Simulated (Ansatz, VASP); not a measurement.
# Si2W in VASP and in Ansatz

INCAR

```
PREC = Accurate ; ENCUT = 520
EDIFF = 1E-6 ; ISMEAR = 0
SIGMA = 0.15 ; LREAL = False
LASPH = True ; NELM = 80
ALGO = Fast ; ISIF = 2
LWAVE = False ; LCHARG = False
GGA = PE ; NBANDS = 56
```

The input KPOINTS:

```
regular mesh
0
Gamma
  14 14 3
```

The input POSCAR:

```
Si2W
1.0
   -3.2289953163      0.0000000000      0.0000000000
    0.0000000000     -3.2289953163      0.0000000000
   -0.6457990633      0.0000000000     15.7336556345
Si W
8 4
Direct
    0.4415425595      0.5000000000      0.2922872027
    0.9915425595      1.0000000000      0.0422872027
    0.3415425595      0.5000000000      0.7922872027
    0.8915425595      1.0000000000      0.5422872027
    0.4084574405      0.5000000000      0.4577127973
    0.9584574405      1.0000000000      0.2077127973
    0.3084574405      0.5000000000      0.9577127973
    0.8584574405      1.0000000000      0.7077127973
    0.3750000000      0.5000000000      0.6250000000
    0.9250000000      1.0000000000      0.3750000000
    0.4750000000      0.5000000000      0.1250000000
    0.8250000000      1.0000000000      0.8750000000
```

Input for Ansatz:

```yaml
crystal:
  lattice:
    - [-3.2289953163, 0.0, 0.0]
    - [0.0, -3.2289953163, 0.0]
    - [-0.6457990633, 0.0, 15.7336556345]
  atoms:
    - { symbol: Si, position: [0.4415425595, 0.5, 0.2922872027] }
    - { symbol: Si, position: [0.9915425595, 1.0, 0.0422872027] }
    - { symbol: Si, position: [0.3415425595, 0.5, 0.7922872027] }
    - { symbol: Si, position: [0.8915425595, 1.0, 0.5422872027] }
    - { symbol: Si, position: [0.4084574405, 0.5, 0.4577127973] }
    - { symbol: Si, position: [0.9584574405, 1.0, 0.2077127973] }
    - { symbol: Si, position: [0.3084574405, 0.5, 0.9577127973] }
    - { symbol: Si, position: [0.8584574405, 1.0, 0.7077127973] }
    - { symbol: W, position: [0.375, 0.5, 0.625] }
    - { symbol: W, position: [0.925, 1.0, 0.375] }
    - { symbol: W, position: [0.475, 0.5, 0.125] }
    - { symbol: W, position: [0.825, 1.0, 0.875] }
basis:
  ecutwfc: 420
kpoints:
  mp_grid: { grid: [14, 14, 3] }
hamiltonian:
  xc: pbe
scf:
  occupations: { method: gaussian, width: 0.15 }
output:
  forces: true
  stress: true
  eigenvalues: true
```

Alike in both runs: task single point; functional PBE; k mesh 14 × 14 × 3; occupations gaussian, width 0.15 eV; no spin polarisation.

|  | VASP | Ansatz |
| --- | --- | --- |
| version | VASP 6.6.1 | Ansatz 0.2.0 |
| potentials or method | VASP PAW PBE potentials, release 64 (Si, W_sv), cutoff 520 eV | scalar-relativistic, plane waves, PAW |
| valence electrons in the cell | 88 | 88 |

|  | VASP | Ansatz | Ansatz less VASP |
| --- | --- | --- | --- |
| gap on the k mesh at the Fermi level (eV) | none | none | - |
| pressure (GPa) | 1.9 | 1.8 | -0.09 |
| traceless stress, the component that is largest in VASP (GPa) | 6.59 | 6.60 | +0.013 |
| rms of the force components (eV/Å) | 0.612 | 0.615 | +0.0026 |

Atom by atom the forces differ by 0.003 eV/Å (rms over components). A gap of «none» marks a metal or a gap that the smearing closes.

Neither program's run includes spin-orbit coupling.
